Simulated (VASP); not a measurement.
# Te (P3_121) in VASP: further runs, part 2 of 2

VASP 6.6.1. The steps go on from the part before.

## 3. Relaxation of the atoms, PBE

This run uses another cell than the first one, of 34.61 Å³/atom.

The input, INCAR:

```
PREC     = Accurate       # precision mode
ENCUT    = 520            # plane-wave cutoff, eV
EDIFF    = 1E-7           # SCF threshold, eV
ISMEAR   = -1             # smearing method
SIGMA    = 0.05           # smearing width, eV
LREAL    = F              # projectors in reciprocal space
LASPH    = T              # aspherical terms in the spheres
NELM     = 60             # most SCF steps
ALGO     = Normal         # electronic algorithm
ISIF     = 2              # what is computed and relaxed
LWAVE    = F              # write WAVECAR
LCHARG   = F              # write CHGCAR
GGA      = PE             # functional
IBRION   = 2              # ionic algorithm
NSW      = 60             # ionic steps
EDIFFG   = -0.01          # ionic threshold
```

The input, KPOINTS:

```
regular mesh
0
Gamma
  6 6 4
```

The input, POSCAR:

```
Te
1.0
    4.4985400000      0.0000000000      0.0000000000
   -2.2492700000      3.8958499200      0.0000000000
    0.0000000000      0.0000000000      5.9240000000
Te
3
Direct
    0.7310000000      0.7310000000      0.0000000000
    0.0000000000      0.2690000000      0.6666666667
    0.2690000000      0.0000000000      0.3333333333
```

Potentials or basis: VASP PAW PBE potentials, release 64 (Te).

The run is started by

```
> cat potpaw_PBE.64/Te/POTCAR > POTCAR
> mpirun -np 1 vasp_std > vasp.out
```

Wall time 57 s (1 thread of Intel Xeon Platinum 8124M at 3.00GHz (Skylake/Cascade Lake), shared host); peak memory 0.24 GiB.

It converged, with:

```
Free energy               : -9.4254 eV
Energy gained by relaxing : 0.2 meV/atom
Ionic steps               : 3
Pressure after relaxing   : 0.4 GPa
Band gap on the k mesh    : 0.22 eV
```

Stress tensor (GPa, compression positive):
```
0.33 0.00 0.00
0.00 0.33 0.00
0.00 0.00 0.57
```

Step by step:
```
step  energy change (eV)  largest force (eV/Å)  pressure (GPa)
   1              0.0000                0.0538            0.62
   2             -0.0004                0.0385            0.56
   3             -0.0007                0.0011            0.41
```

Final structure:
```yaml
crystal:
  lattice:
    - [4.49854, 0.00000, 0.00000]
    - [-2.24927, 3.89585, 0.00000]
    - [0.00000, 0.00000, 5.92400]
  atoms:
    - { symbol: Te, position: [0.72898, 0.72898, 0.00000] }
    - { symbol: Te, position: [0.00000, 0.27102, 0.66667] }
    - { symbol: Te, position: [0.27102, 0.00000, 0.33333] }
```

Levels at points of the mesh, in eV from the valence-band top:
| k point | band 7 | band 8 | band 9 | band 10 | band 11 | band 12 |
| --- | --- | --- | --- | --- | --- | --- |
| (0.00, 0.00, 0.00) | -1.67 | -1.67 | -0.88 | 0.99 | 0.99 | 1.53 |
| (0.50, 0.00, 0.00) | -3.42 | -0.97 | -0.78 | 0.82 | 0.86 | 2.98 |
| (0.00, 0.00, 0.50) | -1.29 | -1.02 | -1.02 | 0.41 | 0.41 | 0.45 |
| (0.50, 0.00, 0.50) | -2.42 | -2.08 | -0.15 | 0.78 | 1.95 | 2.50 |

Caveat: semilocal functionals underestimate gaps, and a narrow one can read as zero; spin-orbit coupling is left out, which moves the levels of the heavy elements.

## 4. Single point, PBEsol

The input, INCAR:

```
SYSTEM = Te
ALGO = Normal ; EDIFF = 1E-7
ENCUT = 520 ; GGA = PS
ISIF = 2 ; ISMEAR = 0
LASPH = .True. ; LCHARG = .True.
LELF = .True. ; LREAL = .False.
LVHAR = .True. ; LWAVE = .False.
NBANDS = 16 ; NELM = 60
PREC = Accurate ; SIGMA = 0.05
```

The input, KPOINTS:

```
k-points
0
Gamma
  6 6 4
  0 0 0
```

The input, POSCAR:

```
Te
1.0
    4.4540000000      0.0000000000      0.0000000000
   -2.2270000000      3.8572771485      0.0000000000
    0.0000000000      0.0000000000      5.9240000000
Te
3
Direct
    0.7310000000      0.7310000000      0.0000000000
    0.0000000000      0.2690000000      0.6666666667
    0.2690000000      0.0000000000      0.3333333333
```

Potentials or basis: VASP PAW PBE potentials, release 64 (Te).

The run is started by

```
> cat potpaw_PBE.64/Te/POTCAR > POTCAR
> mpirun -np 1 vasp_std > vasp.out
```

OUTCAR:

```text
SYSTEM = Te
   EDIFF = 1E-7
   ENCUT = 520
   GGA = PS
   ISIF = 2
   ISMEAR = 0
   LASPH = .True.
   LREAL = .False.
   NELM = 60
   PREC = Accurate

 ion  position               nearest neighbor table
   1  0.731  0.731  0.000-   3 2.86   2 2.86   3 3.47   2 3.47   2 3.47   3 3.47
   2  0.000  0.269  0.667-   1 2.86   3 2.86   1 3.47   1 3.47   3 3.47   3 3.47
   3  0.269  0.000  0.333-   1 2.86   2 2.86   1 3.47   1 3.47   2 3.47   2 3.47

  LATTYP: Found a hexagonal cell.
 ALAT       =     4.4540000000
[... 650 lines left out ...]

  FORCE on cell =-STRESS in cart. coord.  units (eV):
  Direction    XX          YY          ZZ          XY          YZ          ZX
  --------------------------------------------------------------------------------------
  -------------------------------------------------------------------------------------
  Total       -0.5939480     -0.5939480     -0.4348121      0.0000000      0.0000000      0.0000000
  in kB       -9.3500271     -9.3500271     -6.8448835      0.0000000      0.0000000      0.0000000
  external PRESSURE =      -8.5149793 kB  Pullay stress =       0.0000000 kB

 VOLUME and BASIS-vectors are now :
 -----------------------------------------------------------------------------
  energy-cutoff  :      520.00
  volume of cell :      101.78
      direct lattice vectors                 reciprocal lattice vectors
     4.454000000  0.000000000  0.000000000     0.224517288  0.129625117  0.000000000
    -2.227000000  3.857277149  0.000000000     0.000000000  0.259250233  0.000000000
     0.000000000  0.000000000  5.924000000     0.000000000  0.000000000  0.168804862

 POSITION                                       TOTAL-FORCE (eV/Angst)
 -----------------------------------------------------------------------------------
      1.62794      2.81967      0.00000        -0.058660     -0.101602      0.000000
     -0.59906      1.03761      3.94933        -0.058660      0.101602      0.000000
      1.19813      0.00000      1.97467         0.117320      0.000000      0.000000
 -----------------------------------------------------------------------------------
    total drift:                               -0.000000     -0.000000      0.000000

  FREE ENERGIE OF THE ION-ELECTRON SYSTEM (eV)
  ---------------------------------------------------
  free  energy   TOTEN  =       -10.5411656364 eV

  energy  without entropy=      -10.5409663326  energy(sigma->0) =      -10.54106598
```

stdout:

```text
POSCAR found type information on POSCAR Te
 POSCAR found :  1 types and       3 ions
 scaLAPACK will be used
 -----------------------------------------------------------------------------
|                                                                             |
|                                                                             |
|     You enforced a specific xc type in the INCAR file but a different       |
|     I HOPE YOU KNOW WHAT YOU ARE DOING!                                     |
|                                                                             |
 -----------------------------------------------------------------------------

 LDA part: xc-table for (Slater+PW92), standard interpolation
 POSCAR, INCAR and KPOINTS ok, starting setup
 FFT: planning ... GRIDC
 FFT: planning ... GRID_SOFT
 FFT: planning ... GRID
 WAVECAR not read
 entering main loop
```

Wall time 25 s (1 thread of Intel Xeon 6975P-C (Granite Rapids), shared host); peak memory 0.23 GiB.

Results:

```yaml
Free_energy: -10.5412 eV
Pressure: -0.9 GPa
Largest_force: 0.117 eV/Å
Band_gap_on_the_k_mesh: 0.13 eV
```

Forces in eV/Å, atoms in the order of the input:
```
Te  -0.059 -0.102  0.000
Te  -0.059  0.102  0.000
Te   0.117  0.000  0.000
```

Stress tensor (GPa, compression positive):
```
-0.94  0.00  0.00
 0.00 -0.94  0.00
 0.00  0.00 -0.68
```

Caveat: semilocal functionals underestimate gaps, and a narrow one can read as zero; the PAW data sets were made with another functional, which shifts forces and pressure a little; spin-orbit coupling is left out, which moves the levels of the heavy elements.

## 5. Single point, PBEsol

The input, INCAR:

```
SYSTEM = Te
  ALGO = Normal
  EDIFF = 1E-6
  ENCUT = 520
  GGA = PS
  ISIF = 2
  ISMEAR = 0
  LASPH = .TRUE.
  LCHARG = .FALSE.
  LREAL = .FALSE.
  LWAVE = .FALSE.
  NBANDS = 16
  NELM = 100
  PREC = Accurate
  SIGMA = 0.025
```

The input, KPOINTS:

```
k-points
0
G
  6 6 4
  0 0 0
```

POSCAR is that of step 4.

The run is started by

```
> cat potpaw_PBE.64/Te/POTCAR > POTCAR
> mpirun -np 1 vasp_std > vasp.out
```

It took 22 s on 1 thread of Intel Xeon 6975P-C (Granite Rapids), shared host; peak memory 0.23 GiB.

Results (log left out):

```
Free energy            : -10.5411 eV
Pressure               : -0.9 GPa
Largest force          : 0.118 eV/Å
Band gap on the k mesh : 0.13 eV
```

Forces on the atoms (eV/Å):
```
Te  -0.059 -0.102  0.000
Te  -0.059  0.102  0.000
Te   0.118  0.000  0.000
```

Stress tensor (GPa, compression positive):
```
-0.93  0.00  0.00
 0.00 -0.93  0.00
 0.00  0.00 -0.69
```

Levels at points of the mesh, in eV from the valence-band top:
| k point | band 6 | band 7 | band 8 | band 9 | band 10 | band 11 | band 12 | band 13 |
| --- | --- | --- | --- | --- | --- | --- | --- | --- |
| (0.00, 0.00, 0.00) | -2.76 | -1.69 | -1.69 | -0.85 | 0.99 | 0.99 | 1.58 | 4.88 |
| (0.50, 0.00, 0.00) | -3.61 | -3.55 | -1.04 | -0.82 | 0.81 | 0.87 | 2.83 | 3.72 |
| (0.00, 0.00, 0.50) | -2.67 | -1.33 | -1.04 | -1.04 | 0.44 | 0.44 | 0.45 | 3.93 |
| (0.50, 0.00, 0.50) | -3.66 | -2.48 | -2.14 | -0.21 | 0.71 | 1.94 | 2.54 | 4.45 |

Caveat: semilocal functionals underestimate gaps, and a narrow one can read as zero; the PAW data sets were made with another functional, which shifts forces and pressure a little; spin-orbit coupling is left out, which moves the levels of the heavy elements. A k mesh can miss the band edges.

## 6. Summary

```tsv
task	level	cell	smearing	gap on the mesh (eV)	pressure (GPa)	largest force (eV/Å)
relaxation of the atoms	PBE	atoms relaxed from a = 4.454, b = 4.454, c = 5.924 Å, angles 90.0, 90.0, 120.0°, 3 atoms	fermi-dirac 0.05 eV	0.17	0.9	0.01
relaxation of the atoms	PBE	atoms relaxed from a = 4.499, b = 4.499, c = 5.924 Å, angles 90.0, 90.0, 120.0°, 3 atoms	fermi-dirac 0.05 eV	0.22	0.4	-
single point	PBEsol	a = 4.454, b = 4.454, c = 5.924 Å, angles 90.0, 90.0, 120.0°, 3 atoms	gaussian 0.05 eV	0.13	-0.9	0.12
single point	PBEsol	a = 4.454, b = 4.454, c = 5.924 Å, angles 90.0, 90.0, 120.0°, 3 atoms	gaussian 0.025 eV	0.13	-0.9	0.12
```

Alike in all rows: potentials or basis VASP PAW PBE potentials, release 64 (Te); no spin polarisation; k mesh 6 × 6 × 4; cutoff (eV) 520.

Caveats: semilocal functionals underestimate gaps, and a narrow one can read as zero; spin-orbit coupling is left out, which moves the levels of the heavy elements; the PAW data sets were made with another functional, which shifts forces and pressure a little (at least some runs).

Total energies depend on the potentials used, so only differences within one code and one set of settings carry meaning.
